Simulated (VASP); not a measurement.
A run of VASP 6.6.1:

The input INCAR:

```
ALGO = Normal
EDIFF = 1E-6
ENCUT = 520
GGA = PS
ISIF = 2
ISMEAR = -1
ISPIN = 2
LASPH = True
LCHARG = False
LMAXMIX = 4
LORBIT = 11
LREAL = False
LWAVE = False
MAGMOM = 1 1 1 1 0 0 0 0 0 0 0 0
NBANDS = 66
NELM = 150
NUPDOWN = 4.0
PREC = Accurate
SIGMA = 0.05
```

Contents of KPOINTS:

```
k-points
0
Gamma
  5 5 5
```

The input POSCAR:

```
MnO2
1.0
    0.0000000000      4.0199925062      4.0199925062
    4.0199925062      0.0000000000      4.0199925062
    4.0199925062      4.0199925062      0.0000000000
Mn O
4 8
Direct
    0.1250000000      0.1250000000      0.1250000000
    0.1250000000      0.1250000000      0.6250000000
    0.6250000000      0.1250000000      0.1250000000
    0.1250000000      0.6250000000      0.1250000000
    0.3609537633      0.3609537633      0.3609537633
    0.3609537633      0.3609537633      0.9171387100
    0.9171387100      0.3609537633      0.3609537633
    0.3609537633      0.9171387100      0.3609537633
    0.8890462367      0.8890462367      0.3328612900
    0.8890462367      0.8890462367      0.8890462367
    0.8890462367      0.3328612900      0.8890462367
    0.3328612900      0.8890462367      0.8890462367
```

Potentials or basis: VASP PAW PBE potentials, release 64 (Mn_pv, O).

The run is started by

```bash
$ cat potpaw_PBE.64/Mn_pv/POTCAR potpaw_PBE.64/O/POTCAR > POTCAR
$ mpirun -np 1 vasp_std > vasp.out
```

Hardware: 1 thread of Oxide Virtual Turin-like Processor, with other jobs on the host.

Problem. Estimate the wall time of this run.

Solution. Wall time 11 min on 1 thread of Oxide Virtual Turin-like Processor, with other jobs on the host, peak memory 0.34 GiB. Counts: scf iterations 45, k points 10.
